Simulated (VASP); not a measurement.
# SnSe (Fm-3m) in VASP: further runs, part 2 of 2

VASP 6.6.1.

**3. Single point, PBEsol**

This run uses another cell than the first one, of 27.27 Å³/atom, 1.020 times its volume.

The input, INCAR:

```
PREC     = Accurate       # precision mode
ENCUT    = 520            # plane-wave cutoff, eV
EDIFF    = 1E-6           # SCF threshold, eV
ISMEAR   = -1             # smearing method
SIGMA    = 0.05           # smearing width, eV
LREAL    = F              # projectors in reciprocal space
LASPH    = T              # aspherical terms in the spheres
NELM     = 100            # most SCF steps
ALGO     = Normal         # electronic algorithm
ISIF     = 2              # what is computed and relaxed
LWAVE    = F              # write WAVECAR
LCHARG   = F              # write CHGCAR
GGA      = PS             # functional
NBANDS   = 17             # bands
```

The input, KPOINTS:

```
Automatic mesh
0
Gamma
  8 8 8
```

The input, POSCAR:

```
SnSe
1.0
    0.0000000000      3.0100000000      3.0100000000
    3.0100000000      0.0000000000      3.0100000000
    3.0100000000      3.0100000000      0.0000000000
Sn Se
1 1
Direct
    0.0000000000      0.0000000000      0.0000000000
    0.5000000000      0.5000000000      0.5000000000
```

Potentials or basis: VASP PAW PBE potentials, release 64 (Sn_d, Se).

Command:

```
$ cat potpaw_PBE.64/Sn_d/POTCAR potpaw_PBE.64/Se/POTCAR > POTCAR
$ mpirun -np 1 vasp_std > vasp.out
```

OUTCAR:

```text
PREC = Accurate
   ENCUT = 520
   EDIFF = 1E-6
   ISMEAR = -1
   LREAL = F
   LASPH = T
   NELM = 100
   ISIF = 2
   GGA = PS

 ion  position               nearest neighbor table
   1  0.000  0.000  0.000-   2 3.01   2 3.01   2 3.01   2 3.01   2 3.01   2 3.01
   2  0.500  0.500  0.500-   1 3.01   1 3.01   1 3.01   1 3.01   1 3.01   1 3.01

  LATTYP: Found a face centered cubic cell.
 ALAT       =     6.0200000000

  Lattice vectors:

 A1 = (   0.0000000000,   3.0100000000,   3.0100000000)
 A2 = (   3.0100000000,   0.0000000000,   3.0100000000)
 A3 = (   3.0100000000,   3.0100000000,   0.0000000000)

Analysis of symmetry for initial positions (statically):
=====================================================================
 Subroutine PRICEL returns:
 Original cell was already a primitive cell.

 Routine SETGRP: Setting up the symmetry group for a
 face centered cubic supercell.

 Subroutine GETGRP returns: Found 48 space group operations
[... 9 lines left out ...]

 Routine SETGRP: Setting up the symmetry group for a
 face centered cubic supercell.

[... 142 lines left out ...]

 Free energy of the ion-electron system (eV)
  ---------------------------------------------------
  ext. energy  EPLUGINS =         0.00000000
  ---------------------------------------------------
  free energy    TOTEN  =        -8.97391518 eV

  energy without entropy =       -8.97387528  energy(sigma->0) =       -8.97389523

 E-fermi :   5.6598     XC(G=0):  -9.7765

 val. band max:        5.3562722141   @ k =   0.5000   0.0000   0.0000
 cond. band min:       6.0070735896   @ k =   0.5000   0.0000   0.0000
 fundamental gap:      0.6508013755
 Fermi energy:         5.6597860764

 k-point     1 :       0.0000    0.0000    0.0000
  band No.  band energies     occupation
      1     -16.0437      2.00000
      2     -16.0437      2.00000
      3     -16.0437      2.00000
      4     -16.0430      2.00000
      5     -16.0430      2.00000
      6      -8.4367      2.00000
[... 457 lines left out ...]
      4     -16.0346      2.00000
      5     -16.0293      2.00000
      6      -7.3489      2.00000
[... 9 lines left out ...]
     16      16.1514      0.00000
     17      16.2777      0.00000

 [... further k-points ...]
[... 5 lines left out ...]
  --------------------------------------------------------------------------------------
  -------------------------------------------------------------------------------------
  Total       -0.6562773     -0.6562773     -0.6562773      0.0000000      0.0000000      0.0000000
  in kB      -19.2782902    -19.2782902    -19.2782902      0.0000000      0.0000000      0.0000000
  external PRESSURE =     -19.2782902 kB  Pullay stress =       0.0000000 kB

 VOLUME and BASIS-vectors are now :
 -----------------------------------------------------------------------------
  energy-cutoff  :      520.00
  volume of cell :       54.54
      direct lattice vectors                 reciprocal lattice vectors
     0.000000000  3.010000000  3.010000000    -0.166112957  0.166112957  0.166112957
     3.010000000  0.000000000  3.010000000     0.166112957 -0.166112957  0.166112957
     3.010000000  3.010000000  0.000000000     0.166112957  0.166112957 -0.166112957

 POSITION                                       TOTAL-FORCE (eV/Angst)
 -----------------------------------------------------------------------------------
      0.00000      0.00000      0.00000        -0.000000     -0.000000     -0.000000
      3.01000      3.01000      3.01000         0.000000      0.000000      0.000000
 -----------------------------------------------------------------------------------
    total drift:                                0.000000     -0.000000     -0.000000

  FREE ENERGIE OF THE ION-ELECTRON SYSTEM (eV)
  ---------------------------------------------------
  free  energy   TOTEN  =        -8.9739151774 eV

  energy  without entropy=       -8.9738752806  energy(sigma->0) =       -8.97389523
```

stdout:

```text
POSCAR found type information on POSCAR SnSe
 POSCAR found :  2 types and       2 ions
 scaLAPACK will be used
 -----------------------------------------------------------------------------
|                                                                             |
|                                                                             |
|     You enforced a specific xc type in the INCAR file but a different       |
|     I HOPE YOU KNOW WHAT YOU ARE DOING!                                     |
|                                                                             |
 -----------------------------------------------------------------------------

 LDA part: xc-table for (Slater+PW92), standard interpolation
 POSCAR, INCAR and KPOINTS ok, starting setup
 FFT: planning ... GRIDC
 FFT: planning ... GRID_SOFT
 FFT: planning ... GRID
 WAVECAR not read
 entering main loop
```

Wall time 11 s (1 thread of AMD EPYC 9R45 (Zen 5), shared host); peak memory 0.15 GiB.

What came out:

| Property | Result |
| --- | --- |
| Free energy | -8.9739 eV |
| Pressure | -1.9 GPa |
| Band gap on the k mesh | 0.65 eV, direct |

Levels at points of the mesh, in eV from the valence-band top:
```csv
k point,band 6,band 7,band 8,band 9,band 10,band 11,band 12,band 13,band 14,band 15
"(0.00, 0.00, 0.00)",-13.79,-5.02,-2.10,-2.10,-2.10,4.37,4.37,4.37,5.89,5.89
"(0.50, 0.00, 0.00)",-12.85,-7.99,-1.85,-1.85,0.00,0.65,1.30,1.30,8.21,10.13
"(0.50, 0.50, 0.00)",-12.57,-5.95,-5.42,-3.56,-3.56,3.01,5.41,5.41,6.02,10.54
```

Caveat: the PAW data sets were made with another functional, which shifts forces and pressure a little; spin-orbit coupling is left out, which moves the levels of the heavy elements.

**4. Single point, PBEsol**

The input, INCAR:

```
PREC = Accurate
ENCUT = 520
EDIFF = 1E-7
ISMEAR = -1
SIGMA = 0.05
LREAL = F
LASPH = T
NELM = 100
ALGO = Normal
ISIF = 2
LWAVE = F
LCHARG = F
GGA = PS
NBANDS = 17
```

The input, KPOINTS:

```
regular mesh
0
Gamma
  8 8 8
```

The input, POSCAR:

```
SnSe
1.0
    0.0000000000      2.9897980490      2.9897980490
    2.9897980490      0.0000000000      2.9897980490
    2.9897980490      2.9897980490      0.0000000000
Sn Se
1 1
Direct
    0.0000000000      0.0000000000      0.0000000000
    0.5000000000      0.5000000000      0.5000000000
```

Potentials or basis: VASP PAW PBE potentials, release 64 (Sn_d, Se).

Command:

```
$ cat potpaw_PBE.64/Sn_d/POTCAR potpaw_PBE.64/Se/POTCAR > POTCAR
$ mpirun -np 1 vasp_std > vasp.out
```

OUTCAR:

```text
PREC = Accurate
   ENCUT = 520
   EDIFF = 1E-7
   ISMEAR = -1
   LREAL = F
   LASPH = T
   NELM = 100
   ISIF = 2
   GGA = PS

 ion  position               nearest neighbor table
   1  0.000  0.000  0.000-   2 2.99   2 2.99   2 2.99   2 2.99   2 2.99   2 2.99
   2  0.500  0.500  0.500-   1 2.99   1 2.99   1 2.99   1 2.99   1 2.99   1 2.99

  LATTYP: Found a face centered cubic cell.
 ALAT       =     5.9795960980

  Lattice vectors:

 A1 = (   0.0000000000,   2.9897980490,   2.9897980490)
 A2 = (   2.9897980490,   0.0000000000,   2.9897980490)
 A3 = (   2.9897980490,   2.9897980490,   0.0000000000)

Analysis of symmetry for initial positions (statically):
=====================================================================
 Subroutine PRICEL returns:
 Original cell was already a primitive cell.

 Routine SETGRP: Setting up the symmetry group for a
 face centered cubic supercell.

 Subroutine GETGRP returns: Found 48 space group operations
[... 9 lines left out ...]

 Routine SETGRP: Setting up the symmetry group for a
 face centered cubic supercell.

 Subroutine GETGRP returns: Found 48 space group operations
[... 11 lines left out ...]
                                     Primitive cell

  volume of cell :      53.4510

  direct lattice vectors                    reciprocal lattice vectors
     0.000000000  2.989798049  2.989798049    -0.167235376  0.167235376  0.167235376
     2.989798049  0.000000000  2.989798049     0.167235376 -0.167235376  0.167235376
     2.989798049  2.989798049  0.000000000     0.167235376  0.167235376 -0.167235376

  length of vectors
     4.228212950  4.228212950  4.228212950     0.289660168  0.289660168  0.289660168

  position of ions in fractional coordinates (direct lattice)
     0.000000000  0.000000000  0.000000000
     0.500000000  0.500000000  0.500000000

  ion indices of the primitive-cell ions
   primitive index   ion index
                 1           1
[... 80 lines left out ...]
   ISYM   =      2    0-nonsym 1-usesym 2-fastsym
   POTIM  = 0.5000    time-step for ionic-motion
   TEBEG  =    0.0;   TEEND  =   0.0 temperature during run
   PSTRESS=    0.0 pullay stress
   NELECT =      20.0000    total number of electrons
   NUPDOWN=      -1.0000    fix difference up-down
   EMIN   =  10.00;   EMAX   =-10.00  energy-range for DOS
   EFERMI =   0.00;   METHOD = LEGACY
   ISMEAR =    -1;   SIGMA  =   0.05  broadening in eV -4-tet -1-fermi 0-gaus
   EFERMI_NEDOS =   21; number of points for ismear=-14 and -15
   IALGO  =     38    algorithm
   IMIX   =      4    mixing-type and parameters
     AMIX     =   0.40;   BMIX     =  1.00
     AMIX_MAG =   1.60;   BMIX_MAG =  1.00
  volume/ion in A,a.u.               =      26.73       180.35
  Fermi-wavevector in a.u.,A,eV,Ry     =   1.179686  2.229283 18.934661  1.391658
  Thomas-Fermi vector in A             =   2.315992
   LORBIT       =      0    0 simple, 1 ext, 2 COOP (PROOUT), +10 PAW based schemes
   GGA     = PS    functional components
   LHFCALC =     F    Hartree Fock is set to
   AEXX    =    0.0000 exact exchange contribution
   IVDW    =     0    specifies the selected vdW correction
   LEPSILON=     F    determine dielectric tensor
   LRPA    =     F    only Hartree local field effects (RPA)
 non-spin polarized calculation
  energy-cutoff  :      520.00
  volume of cell :       53.45
 maximum number of plane-waves:      1459
   NGX = 15   NGY = 15   NGZ = 15

 number of electron      20.0000008 magnetization

 Free energy of the ion-electron system (eV)
  ---------------------------------------------------
  ext. energy  EPLUGINS =         0.00000000
  ---------------------------------------------------
  free energy    TOTEN  =        -8.98333129 eV

  energy without entropy =       -8.98329620  energy(sigma->0) =       -8.98331374

 E-fermi :   5.8991     XC(G=0):  -9.8678

 val. band max:        5.5675031885   @ k =   0.5000   0.0000   0.0000
 cond. band min:       6.2936514021   @ k =  -0.3750   0.1250   0.0000
 fundamental gap:      0.7261482136
 Fermi energy:         5.8991483094

 k-point     1 :       0.0000    0.0000    0.0000
  band No.  band energies     occupation
      1     -15.8141      2.00000
      2     -15.8141      2.00000
      3     -15.8139      2.00000
      4     -15.8139      2.00000
      5     -15.8139      2.00000
      6      -8.3500      2.00000
[... 457 lines left out ...]
      4     -15.8042      2.00000
      5     -15.7983      2.00000
      6      -7.2076      2.00000
[... 9 lines left out ...]
     16      16.4412      0.00000
     17      16.5503      0.00000

 [... further k-points ...]
[... 5 lines left out ...]
  --------------------------------------------------------------------------------------
  -------------------------------------------------------------------------------------
  Total       -0.3062865     -0.3062865     -0.3062865     -0.0000000     -0.0000000      0.0000000
  in kB       -9.1808497     -9.1808497     -9.1808497     -0.0000000     -0.0000000      0.0000000
  external PRESSURE =      -9.1808497 kB  Pullay stress =       0.0000000 kB

 VOLUME and BASIS-vectors are now :
 -----------------------------------------------------------------------------
  energy-cutoff  :      520.00
  volume of cell :       53.45
      direct lattice vectors                 reciprocal lattice vectors
     0.000000000  2.989798049  2.989798049    -0.167235376  0.167235376  0.167235376
     2.989798049  0.000000000  2.989798049     0.167235376 -0.167235376  0.167235376
     2.989798049  2.989798049  0.000000000     0.167235376  0.167235376 -0.167235376

 POSITION                                       TOTAL-FORCE (eV/Angst)
 -----------------------------------------------------------------------------------
      0.00000      0.00000      0.00000        -0.000000      0.000000     -0.000000
      2.98980      2.98980      2.98980         0.000000     -0.000000      0.000000
 -----------------------------------------------------------------------------------
    total drift:                                0.000000     -0.000000     -0.000000

  FREE ENERGIE OF THE ION-ELECTRON SYSTEM (eV)
  ---------------------------------------------------
  free  energy   TOTEN  =        -8.9833312892 eV

  energy  without entropy=       -8.9832961968  energy(sigma->0) =       -8.98331374
```

OSZICAR:

```text
N       E                     dE             d eps       ncg     rms          rms(c)
DAV:   1     0.133432024106E+03    0.13343E+03   -0.97270E+03  1004   0.144E+03
DAV:   2     0.354096522450E+01   -0.12989E+03   -0.12562E+03  1098   0.351E+02
DAV:   3    -0.879765598922E+01   -0.12339E+02   -0.12241E+02  1200   0.935E+01
DAV:   4    -0.913553375369E+01   -0.33788E+00   -0.33763E+00  1205   0.164E+01
DAV:   5    -0.914509702749E+01   -0.95633E-02   -0.95629E-02  1437   0.266E+00    0.311E+00
DAV:   6    -0.898762808066E+01    0.15747E+00   -0.37648E-01  1437   0.405E+00    0.186E+00
DAV:   7    -0.898343911149E+01    0.41890E-02   -0.66307E-02  1213   0.127E+00    0.872E-01
DAV:   8    -0.898347076177E+01   -0.31650E-04   -0.66789E-03  1237   0.705E-01    0.883E-02
DAV:   9    -0.898331261205E+01    0.15815E-03   -0.11833E-03  1429   0.268E-01    0.409E-02
DAV:  10    -0.898332984160E+01   -0.17230E-04   -0.10618E-04  1218   0.685E-02    0.773E-03
DAV:  11    -0.898333124880E+01   -0.14072E-05   -0.72168E-06  1327   0.203E-02    0.221E-03
DAV:  12    -0.898333128917E+01   -0.40373E-07   -0.29875E-07  1300   0.713E-03
   1 F= -.89833313E+01 E0= -.89833137E+01  d E =-.350923E-04
```

stdout:

```text
POSCAR found type information on POSCAR SnSe
 POSCAR found :  2 types and       2 ions
 scaLAPACK will be used
 -----------------------------------------------------------------------------
|                                                                             |
|                                                                             |
|     You enforced a specific xc type in the INCAR file but a different       |
|     I HOPE YOU KNOW WHAT YOU ARE DOING!                                     |
|                                                                             |
 -----------------------------------------------------------------------------

 LDA part: xc-table for (Slater+PW92), standard interpolation
 POSCAR, INCAR and KPOINTS ok, starting setup
 FFT: planning ... GRIDC
 FFT: planning ... GRID_SOFT
 FFT: planning ... GRID
 WAVECAR not read
 entering main loop
```

It took 12 s on 1 thread of AMD EPYC 9R45 (Zen 5), shared host; peak memory 0.15 GiB.

What came out:

* Free energy: -8.9833 eV
* Pressure: -0.9 GPa
* Band gap on the k mesh: 0.73 eV, indirect (least direct gap 0.74 eV)

Caveat: the PAW data sets were made with another functional, which shifts forces and pressure a little; spin-orbit coupling is left out, which moves the levels of the heavy elements.

**5. Single point, PBEsol**

This run uses another cell than the first one, of 27.27 Å³/atom, 1.020 times its volume.

The input, INCAR:

```
SYSTEM = SnSe
  PREC = Accurate
  ENCUT = 520
  EDIFF = 1E-6
  ISMEAR = -1
  SIGMA = 0.05
  LREAL = .FALSE.
  LASPH = .TRUE.
  NELM = 80
  ALGO = Normal
  ISIF = 2
  LWAVE = .FALSE.
  LCHARG = .FALSE.
  GGA = PS
  NBANDS = 17
```

The input, KPOINTS:

```
Automatic mesh
0
G
  8 8 8
  0 0 0
```

The input, POSCAR:

```
SnSe
1.0
    0.0000000000      3.0100000000      3.0100000000
    3.0100000000      0.0000000000      3.0100000000
    3.0100000000      3.0100000000      0.0000000000
Sn Se
1 1
Direct
    0.0000000000      0.0000000000      0.0000000000
    0.5000000000      0.5000000000      0.5000000000
```

Command:

```
$ cat potpaw_PBE.64/Sn_d/POTCAR potpaw_PBE.64/Se/POTCAR > POTCAR
$ mpirun -np 1 vasp_std > vasp.out
```

It took 12 s on 1 thread of AMD EPYC 9R45 (Zen 5), shared host; peak memory 0.15 GiB.

It converged, with:

```yaml
Free_energy: -8.9739 eV
Pressure: -1.9 GPa
Band_gap_on_the_k_mesh: 0.65 eV, direct
```

Levels at points of the mesh, in eV from the valence-band top:
```
           k point  band 8  band 9  band 10  band 11  band 12  band 13
(0.00, 0.00, 0.00)   -2.10   -2.10    -2.10     4.37     4.37     4.37
(0.50, 0.00, 0.00)   -1.85   -1.85     0.00     0.65     1.30     1.30
(0.50, 0.50, 0.00)   -5.42   -3.56    -3.56     3.01     5.41     5.41
```

Caveat: the PAW data sets were made with another functional, which shifts forces and pressure a little; spin-orbit coupling is left out, which moves the levels of the heavy elements. A k mesh can miss the band edges.
